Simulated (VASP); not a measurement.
**HfO2: single point with r2SCAN**

The system is HfO2.

```xyz
3
Lattice="0.0000 2.5788 2.5788 2.5788 0.0000 2.5788 2.5788 2.5788 0.0000" Properties=species:S:1:pos:R:3 pbc="T T T"
Hf    0.0000    0.0000    0.0000
O     1.2894    1.2894    1.2894
O     3.8682    3.8682    3.8682
```

This cell differs from its parent crystal: volume changed by +6%.

```yaml
Program: VASP 6.6.1
Task: single point
Functional: r2SCAN
Potentials_or_basis: VASP PAW PBE potentials, release 64 (Hf_pv, O)
Cutoff: 520 eV
k_mesh: 8 × 8 × 8
Occupations: gaussian, width 0.01 eV
Spin: no spin polarisation
Dipole_correction: no
Further_INCAR_settings: ALGO = Normal; EDIFF = 1e-07; NBANDS = 18
```

```
Pressure               : -17.4 GPa
Band gap on the k mesh : 4.14 eV, direct
```

Levels at points of the mesh, in eV from the valence-band top:
| k point | band 8 | band 9 | band 10 | band 11 | band 12 | band 13 | band 14 | band 15 |
| --- | --- | --- | --- | --- | --- | --- | --- | --- |
| (0.00, 0.00, 0.00) | -5.13 | -0.61 | -0.61 | -0.61 | 4.26 | 4.26 | 6.04 | 10.34 |
| (0.50, 0.00, 0.00) | -2.99 | -2.69 | -1.83 | -1.83 | 4.89 | 4.89 | 7.00 | 9.38 |
| (0.50, 0.50, 0.00) | -3.45 | -1.47 | -1.47 | 0.00 | 4.14 | 5.72 | 6.69 | 8.20 |

Run time: 64 s on 1 thread of Intel(R) Xeon(R) Platinum 8488C (Sapphire Rapids), on a shared host, peak memory 0.17 GiB.

Caveat: the PAW data sets were made with another functional, which shifts forces and pressure a little; spin-orbit coupling is left out, which moves the levels of the heavy elements. A k mesh can miss the band edges.
